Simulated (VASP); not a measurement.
## Ir: single point with PBE

Ir:

```xyz
1
Lattice="0.0000 1.9482 1.9482 1.9482 0.0000 1.9482 1.9482 1.9482 0.0000" Properties=species:S:1:pos:R:3 pbc="T T T"
Ir    0.0000    0.0000    0.0000
```

This cell differs from its parent crystal: volume scaled by 1.020.

```
Program             : VASP 6.6.1
Task                : single point
Functional          : PBE
Potentials or basis : VASP PAW PBE potentials, release 64 (Ir)
Cutoff              : 520 eV
k mesh              : 20 × 20 × 20
Occupations         : gaussian, width 0.05 eV
Spin                : no spin polarisation
```

The pressure is -6.3 GPa.

Levels at points of the mesh, in eV from the Fermi level:
| k point | band 1 | band 2 | band 3 | band 4 | band 5 | band 6 | band 7 | band 8 | band 9 |
| --- | --- | --- | --- | --- | --- | --- | --- | --- | --- |
| (0.00, 0.00, 0.00) | -10.59 | -3.58 | -3.58 | -3.58 | -1.08 | -1.08 | 14.46 | 19.78 | 19.78 |
| (0.50, 0.00, 0.00) | -7.59 | -3.67 | -3.67 | -0.59 | 0.87 | 0.87 | 6.87 | 13.99 | 19.46 |
| (0.50, 0.50, 0.00) | -7.36 | -6.82 | 0.84 | 1.40 | 1.40 | 1.76 | 9.97 | 11.55 | 11.55 |

Run time: 32 s on 1 thread of AMD EPYC 7R43 64-Core Processor (Zen 3), with other jobs on the host, peak memory 0.12 GiB.

Caveat: spin-orbit coupling is left out, which moves the levels of the heavy elements.
